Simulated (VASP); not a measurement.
# KBr (Immm) in VASP: a series of runs

The runs below take KBr through single point, with PBE.

All numbers are computed with VASP 6.6.1; they aren't measurements. Logs are shortened: lines on timing, memory, paths and dates and some standing lists are left out, and cuts for length are marked.

**1. The cell of the first run**

It takes space group Immm (No. 71, orthorhombic). The conventional cell has a = 4.707 Å, b = 4.809 Å, c = 6.697 Å, α = 90.00°, β = 90.00°, γ = 90.00°. Within 4.4 Å of K (site symmetry mmm) lie 6 Br at 3.35 to 3.36 Å. Br (site symmetry mmm) has 6 K at 3.35 to 3.36 Å within 4.4 Å.

**2. Single point, PBE (uniaxial strain along a: +1.5 %, then relaxed in part)**

INCAR reads:

```
SYSTEM = KBr
  ALGO = Normal
  EDIFF = 1E-7
  ENCUT = 520
  GGA = PE
  ISIF = 2
  ISMEAR = 0
  LASPH = .True.
  LCHARG = .False.
  LREAL = .False.
  LWAVE = .False.
  NBANDS = 24
  NELM = 100
  PREC = Accurate
  SIGMA = 0.02
```

KPOINTS reads:

```
k-points
0
Gamma
  6 6 4
  0 0 0
```

POSCAR reads:

```
KBr
1.0
    3.4002167535      3.4002167535      0.0000000000
   -3.3286160731      3.3286160731      0.0000000000
    0.0000000000      0.0000000000      6.6971450937
K Br
2 2
Direct
    0.0000000000      0.0000000000      0.0000000000
    0.5000000000      0.5000000000      0.5000000000
    0.5000000000      0.5000000000      0.0000000000
    0.0000000000      0.0000000000      0.5000000000
```

Potentials or basis: VASP PAW PBE potentials, release 64 (K_sv, Br).

On the command line:

```bash
cat potpaw_PBE.64/K_sv/POTCAR potpaw_PBE.64/Br/POTCAR > POTCAR
mpirun -np 1 vasp_std > vasp.out
```

OUTCAR:

```text
SYSTEM = KBr
   EDIFF = 1E-7
   ENCUT = 520
   GGA = PE
   ISIF = 2
   ISMEAR = 0
   LASPH = .True.
   LREAL = .False.
   NELM = 100
   PREC = Accurate

 ion  position               nearest neighbor table
   1  0.000  0.000  0.000-
   2  0.500  0.500  0.500-
   3  0.500  0.500  0.000-
   4  0.000  0.000  0.500-

  LATTYP: Found a simple orthorhombic cell.
 ALAT       =     4.7073739945
 B/A-ratio  =     1.0215106455
 C/A-ratio  =     1.4226923762

  Lattice vectors:

 A1 = (   3.3286160731,  -3.3286160731,   0.0000000000)
 A2 = (   3.4002167535,   3.4002167535,   0.0000000000)
 A3 = (   0.0000000000,   0.0000000000,   6.6971450937)

Analysis of symmetry for initial positions (statically):
=====================================================================
 Subroutine PRICEL returns following result:

  LATTYP: Found a body centered orthorhombic cell.
 ALAT       =     4.7073739945
 B/A-ratio  =     1.0215106455
 C/A-ratio  =     1.4226923762

  Lattice vectors:

 A1 = (   3.3644164133,   0.0358003402,  -3.3485725469)
 A2 = (  -3.3644164133,  -0.0358003402,  -3.3485725468)
 A3 = (   0.0358003402,   3.3644164133,   3.3485725468)

   2 primitive cells build up your supercell.

 Routine SETGRP: Setting up the symmetry group for a
 simple orthorhombic supercell.

 Subroutine GETGRP returns: Found  8 space group operations
 (whereof  8 operations were pure point group operations)
 out of a pool of  8 trial point group operations.

The static configuration has the point symmetry D_2h.

Analysis of symmetry for dynamics (positions and initial velocities):
=====================================================================
 Subroutine PRICEL returns following result:

  LATTYP: Found a body centered orthorhombic cell.
 ALAT       =     4.7073739945
 B/A-ratio  =     1.0215106455
 C/A-ratio  =     1.4226923762

  Lattice vectors:

 A1 = (   3.3644164133,   0.0358003402,  -3.3485725469)
 A2 = (  -3.3644164133,  -0.0358003402,  -3.3485725468)
 A3 = (   0.0358003402,   3.3644164133,   3.3485725468)

   2 primitive cells build up your supercell.

 Routine SETGRP: Setting up the symmetry group for a
 simple orthorhombic supercell.

 Subroutine GETGRP returns: Found  8 space group operations
 (whereof  8 operations were pure point group operations)
 out of a pool of  8 trial point group operations.

The dynamic configuration has the point symmetry D_2h.

 Subroutine INISYM returns: Found  8 space group operations
 (whereof  8 operations are pure point group operations),
 and found     2 'primitive' translations

----------------------------------------------------------------------------------------

                                     Primitive cell

  volume of cell :      75.7984

  direct lattice vectors                    reciprocal lattice vectors
     3.364416413  0.035800340 -3.348572547     0.147049449  0.147049449 -0.149317356
    -3.364416413 -0.035800340 -3.348572547    -0.150212578  0.150212578 -0.149317356
     0.035800340  3.364416413  3.348572547    -0.003163129  0.297262027  0.000000000

  length of vectors
     4.746948237  4.746948237  4.746948237     0.256013191  0.259659989  0.297278855

  position of ions in fractional coordinates (direct lattice)
     0.000000000  0.000000000  0.000000000
     0.500000000  0.500000000  0.000000000

  ion indices of the primitive-cell ions
   primitive index   ion index
                 1           1
                 2           4

----------------------------------------------------------------------------------------

 KPOINTS: k-points

Automatic generation of k-mesh.
 Grid dimensions read from file:
 generate k-points for:    6    6    4

 Generating k-lattice:

  Cartesian coordinates                     Fractional coordinates (reciprocal lattice)
     0.024508241  0.024508241  0.000000000     0.166666667  0.000000000  0.000000000
    -0.025035430  0.025035430  0.000000000     0.000000000  0.166666667  0.000000000
     0.000000000  0.000000000  0.037329339     0.000000000  0.000000000  0.250000000

  Length of vectors
     0.034659888  0.035405444  0.037329339

  Shift w.r.t. Gamma in fractional coordinates (k-lattice)
     0.000000000  0.000000000  0.000000000

 Subroutine IBZKPT returns following result:
 ===========================================

 Found     48 irreducible k-points:

 Following reciprocal coordinates:
            Coordinates               Weight
  0.000000  0.000000  0.000000      1.000000
  0.166667  0.000000  0.000000      2.000000
  0.333333  0.000000  0.000000      2.000000
  0.500000  0.000000  0.000000      1.000000
  0.000000  0.166667  0.000000      2.000000
  0.166667  0.166667  0.000000      4.000000
[... 16 lines left out ...]
  0.333333  0.166667  0.250000      8.000000
  0.500000  0.166667  0.250000      4.000000
 [... further k-points ...]
   k-points           NKPTS =     48   k-points in BZ     NKDIM =     48   number of bands    NBANDS=     24
   number of dos      NEDOS =    301   number of ions     NIONS =      4
   total plane-waves  NPLWV =  64800
   dimension x,y,z NGX =    36 NGY =   36 NGZ =   50
   dimension x,y,z NGXF=    72 NGYF=   72 NGZF=  100
   ions per type =               2   2
   NGX,Y,Z   is equivalent  to a cutoff of  12.45, 12.71, 12.41 a.u.
   NGXF,Y,Z  is equivalent  to a cutoff of  24.89, 25.43, 24.82 a.u.
 SYSTEM =  KBr
   PREC   = accura    normal or accurate (medium, high low for compatibility)
   ISTART =      0    job   : 0-new  1-cont  2-samecut
   ICHARG =      2    charge: 1-file 2-atom 10-const
   ISPIN  =      1    spin polarized calculation?
   LNONCOLLINEAR =      F non collinear calculations
   LSORBIT =      F    spin-orbit coupling
   LASPH  =      T    aspherical Exc in radial PAW
   ENCUT  =  520.0 eV  38.22 Ry    6.18 a.u.   8.94  8.75 12.45*2*pi/ulx,y,z
   NELM   =    100;   NELMIN=  2; NELMDL= -5     # of ELM steps
   EDIFF  = 0.1E-06   stopping-criterion for ELM
   LREAL  =      F    real-space projection
   EDIFFG = 0.1E-05   stopping-criterion for IOM
   NSW    =      0    number of steps for IOM
   IBRION =     -1    ionic relax: 0-MD 1-quasi-New 2-CG
   NFREE  =      0    steps in history (QN), initial steepest desc. (CG)
   ISIF   =      2    stress and relaxation
   ISYM   =      2    0-nonsym 1-usesym 2-fastsym
   POTIM  = 0.5000    time-step for ionic-motion
   TEBEG  =    0.0;   TEEND  =   0.0 temperature during run
   PSTRESS=    0.0 pullay stress
   NELECT =      32.0000    total number of electrons
   NUPDOWN=      -1.0000    fix difference up-down
   EMIN   =  10.00;   EMAX   =-10.00  energy-range for DOS
   EFERMI =   0.00;   METHOD = LEGACY
   ISMEAR =     0;   SIGMA  =   0.02  broadening in eV -4-tet -1-fermi 0-gaus
   EFERMI_NEDOS =   21; number of points for ismear=-14 and -15
   IALGO  =     38    algorithm
   IMIX   =      4    mixing-type and parameters
     AMIX     =   0.40;   BMIX     =  1.00
     AMIX_MAG =   1.60;   BMIX_MAG =  1.00
  volume/ion in A,a.u.               =      37.90       255.76
  Fermi-wavevector in a.u.,A,eV,Ry     =   0.974754  1.842017 12.927500  0.950144
  Thomas-Fermi vector in A             =   2.105239
   LORBIT       =      0    0 simple, 1 ext, 2 COOP (PROOUT), +10 PAW based schemes
   GGA     = PE    functional components
   LHFCALC =     F    Hartree Fock is set to
   AEXX    =    0.0000 exact exchange contribution
   IVDW    =     0    specifies the selected vdW correction
   LEPSILON=     F    determine dielectric tensor
   LRPA    =     F    only Hartree local field effects (RPA)
 non-spin polarized calculation
 Gauss-broadening in eV      SIGMA  =   0.02
  energy-cutoff  :      520.00
  volume of cell :      151.60
 maximum number of plane-waves:      4108
 NGX is ok and might be reduce to    36
   NGX = 17   NGY = 17   NGZ = 25

 number of electron      31.9999995 magnetization

 Free energy of the ion-electron system (eV)
  ---------------------------------------------------
  ext. energy  EPLUGINS =         0.00000000
  ---------------------------------------------------
  free energy    TOTEN  =       -12.44601583 eV

  energy without entropy =      -12.44601583  energy(sigma->0) =      -12.44601583

 E-fermi :  -1.7262     XC(G=0):  -7.1607

 val. band max:       -1.9198634529   @ k =   0.0000   0.0000   0.0000
 cond. band min:       2.3519382244   @ k =   0.0000   0.0000   0.0000
 fundamental gap:      4.2718016773
 Fermi energy:        -1.7262479506

 k-point     1 :       0.0000    0.0000    0.0000
  band No.  band energies     occupation
      1     -29.8423      2.00000
      2     -29.8368      2.00000
      3     -14.1730      2.00000
      4     -14.0881      2.00000
      5     -13.3873      2.00000
      6     -13.3452      2.00000
[... 16 lines left out ...]
     23       6.4277      0.00000
     24       6.4460      0.00000

 k-point     2 :       0.1667    0.0000    0.0000
  band No.  band energies     occupation
      1     -29.8416      2.00000
      2     -29.8369      2.00000
      3     -14.2062      2.00000
      4     -14.1376      2.00000
      5     -13.3816      2.00000
      6     -13.3412      2.00000
[... 16 lines left out ...]
     23       6.6178      0.00000
     24       6.7160      0.00000

 k-point     3 :       0.3333    0.0000    0.0000
  band No.  band energies     occupation
      1     -29.8400      2.00000
      2     -29.8373      2.00000
      3     -14.2612      2.00000
      4     -14.2254      2.00000
      5     -13.3667      2.00000
      6     -13.3319      2.00000
[... 16 lines left out ...]
     23       6.7027      0.00000
     24       6.9084      0.00000
[... 514 lines left out ...]
 k-point    23 :       0.3333    0.1667    0.2500
  band No.  band energies     occupation
      1     -29.8391      2.00000
      2     -29.8374      2.00000
      3     -14.2699      2.00000
      4     -14.2481      2.00000
      5     -13.3504      2.00000
      6     -13.3355      2.00000
[... 16 lines left out ...]
     23       7.0560      0.00000
     24       7.1204      0.00000

 k-point    24 :       0.5000    0.1667    0.2500
  band No.  band energies     occupation
      1     -29.8379      2.00000
      2     -29.8379      2.00000
      3     -14.2736      2.00000
      4     -14.2736      2.00000
      5     -13.3374      2.00000
      6     -13.3374      2.00000
[... 16 lines left out ...]
     23       7.3829      0.00000
     24       7.3829      0.00000

 [... further k-points ...]
[... 5 lines left out ...]
  --------------------------------------------------------------------------------------
  -------------------------------------------------------------------------------------
  Total       -0.0826820     -0.0826820      0.0263138     -0.1049345      0.0000000      0.0000000
  in kB       -0.8738390     -0.8738390      0.2781017     -1.1090184      0.0000000      0.0000000
  external PRESSURE =      -0.4898588 kB  Pullay stress =       0.0000000 kB

 VOLUME and BASIS-vectors are now :
 -----------------------------------------------------------------------------
  energy-cutoff  :      520.00
  volume of cell :      151.60
      direct lattice vectors                 reciprocal lattice vectors
     3.400216754  3.400216754  0.000000000     0.147049449  0.147049449  0.000000000
    -3.328616073  3.328616073  0.000000000    -0.150212578  0.150212578  0.000000000
     0.000000000  0.000000000  6.697145094     0.000000000  0.000000000  0.149317356

 POSITION                                       TOTAL-FORCE (eV/Angst)
 -----------------------------------------------------------------------------------
      0.00000      0.00000      0.00000        -0.000000     -0.000000     -0.000000
      0.03580      3.36442      3.34857         0.000000      0.000000      0.000000
      0.03580      3.36442      0.00000         0.000000     -0.000000     -0.000000
      0.00000      0.00000      3.34857        -0.000000     -0.000000     -0.000000
 -----------------------------------------------------------------------------------
    total drift:                               -0.000000      0.000000      0.000000

  FREE ENERGIE OF THE ION-ELECTRON SYSTEM (eV)
  ---------------------------------------------------
  free  energy   TOTEN  =       -12.4460158340 eV

  energy  without entropy=      -12.4460158340  energy(sigma->0) =      -12.44601583
```

It took 4.1 min on 1 thread of AMD EPYC 9755, shared host; peak memory 0.29 GiB.

Results:

```
Free energy            : -12.4460 eV
Pressure               : 0.0 GPa
Band gap on the k mesh : 4.27 eV
```

Caveat: the cell differs from its parent crystal (uniaxial strain along a: +1.5 %, then relaxed in part). A k mesh can miss the band edges.

**3. Single point, PBE**

INCAR reads:

```
PREC = Accurate
ENCUT = 520
EDIFF = 1E-7
ISMEAR = 0
SIGMA = 0.02
LREAL = F
LASPH = T
NELM = 80
ALGO = Normal
ISIF = 2
LWAVE = F
LCHARG = F
GGA = PE
NBANDS = 24
```

KPOINTS reads:

```
Automatic mesh
0
Gamma
  6 6 4
```

POSCAR is that of step 2.

Potentials or basis: VASP PAW PBE potentials, release 64 (K_sv, Br).

On the command line:

```bash
cat potpaw_PBE.64/K_sv/POTCAR potpaw_PBE.64/Br/POTCAR > POTCAR
mpirun -np 1 vasp_std > vasp.out
```

Run time: 4.5 min. Hardware: 1 thread of AMD EPYC 9755, shared host; peak memory 0.29 GiB.

It converged, with:

- Free energy: -12.4460 eV
- Pressure: 0.0 GPa
- Band gap on the k mesh: 4.27 eV

Stress tensor (GPa, compression positive):
```
-0.09 -0.11  0.00
-0.11 -0.09  0.00
 0.00  0.00  0.03
```

Levels at points of the mesh, in eV from the valence-band top:
```
           k point  band 12  band 13  band 14  band 15  band 16  band 17  band 18  band 19  band 20  band 21
(0.00, 0.00, 0.00)    -0.32    -0.26    -0.04    -0.02     0.00     4.27     5.89     6.99     7.48     7.58
(0.50, 0.00, 0.00)    -0.85    -0.40    -0.40    -0.27    -0.27     6.65     6.65     7.40     7.40     8.68
(0.00, 0.50, 0.00)    -0.85    -0.39    -0.39    -0.33    -0.33     6.70     6.70     7.35     7.35     8.67
(0.50, 0.50, 0.00)    -0.78    -0.29    -0.29    -0.29    -0.29     5.90     5.90     6.98     6.98     9.18
(0.00, 0.00, 0.50)    -0.67    -0.20    -0.20    -0.15    -0.15     5.69     5.69     6.54     6.54     8.75
(0.50, 0.00, 0.50)    -1.10    -0.31    -0.31    -0.28    -0.28     6.46     6.46     7.97     7.97     9.53
(0.00, 0.50, 0.50)    -1.10    -0.34    -0.34    -0.32    -0.32     6.45     6.45     8.04     8.04     9.56
(0.50, 0.50, 0.50)    -0.58    -0.56    -0.56    -0.51    -0.51     7.30     7.30     7.32     7.32     8.02
```

A k mesh can miss the band edges.

**4. Single point, PBE (uniaxial strain along a: +3.0 %, then relaxed in part)**

INCAR reads:

```
SYSTEM = KBr
  ALGO = Normal
  EDIFF = 1E-6
  ENCUT = 520
  GGA = PE
  ISIF = 2
  ISMEAR = 0
  LASPH = .TRUE.
  LCHARG = .FALSE.
  LREAL = .FALSE.
  LWAVE = .FALSE.
  NBANDS = 24
  NELM = 60
  PREC = Accurate
  SIGMA = 0.02
```

KPOINTS reads:

```
k-points
0
G
  6 6 4
  0 0 0
```

POSCAR reads:

```
KBr
1.0
    3.4504662622      3.4504662622      0.0000000000
   -3.3037622635      3.3037622635      0.0000000000
    0.0000000000      0.0000000000      6.6864490370
K Br
2 2
Direct
    0.0000000000      0.0000000000      0.0000000000
    0.5000000000      0.5000000000      0.5000000000
    0.5000000000      0.5000000000      0.0000000000
    0.0000000000      0.0000000000      0.5000000000
```

On the command line:

```bash
cat potpaw_PBE.64/K_sv/POTCAR potpaw_PBE.64/Br/POTCAR > POTCAR
mpirun -np 1 vasp_std > vasp.out
```

Run time: 4 min. Hardware: 1 thread of AMD EPYC 9755, shared host; peak memory 0.28 GiB.

Results (log left out):

| Item | Value |
| --- | --- |
| Free energy | -12.4415 eV |
| Pressure | -0.1 GPa |
| Band gap on the k mesh | 4.23 eV |

Stress tensor (GPa, compression positive):
```
-0.20 -0.23  0.00
-0.23 -0.20  0.00
 0.00  0.00  0.03
```

Levels at points of the mesh, in eV from the valence-band top:
```
           k point  band 14  band 15  band 16  band 17  band 18  band 19
(0.00, 0.00, 0.00)    -0.09    -0.05     0.00     4.23     5.86     6.96
(0.50, 0.00, 0.00)    -0.42    -0.26    -0.26     6.57     6.57     7.39
(0.00, 0.50, 0.00)    -0.40    -0.38    -0.38     6.68     6.68     7.29
(0.50, 0.50, 0.00)    -0.31    -0.30    -0.30     5.88     5.88     6.93
(0.00, 0.00, 0.50)    -0.25    -0.14    -0.14     5.63     5.63     6.53
(0.50, 0.00, 0.50)    -0.33    -0.27    -0.27     6.42     6.42     7.87
(0.00, 0.50, 0.50)    -0.39    -0.34    -0.34     6.41     6.41     8.02
(0.50, 0.50, 0.50)    -0.57    -0.54    -0.54     7.27     7.27     7.30
```

Caveat: the cell differs from its parent crystal (uniaxial strain along a: +3.0 %, then relaxed in part).
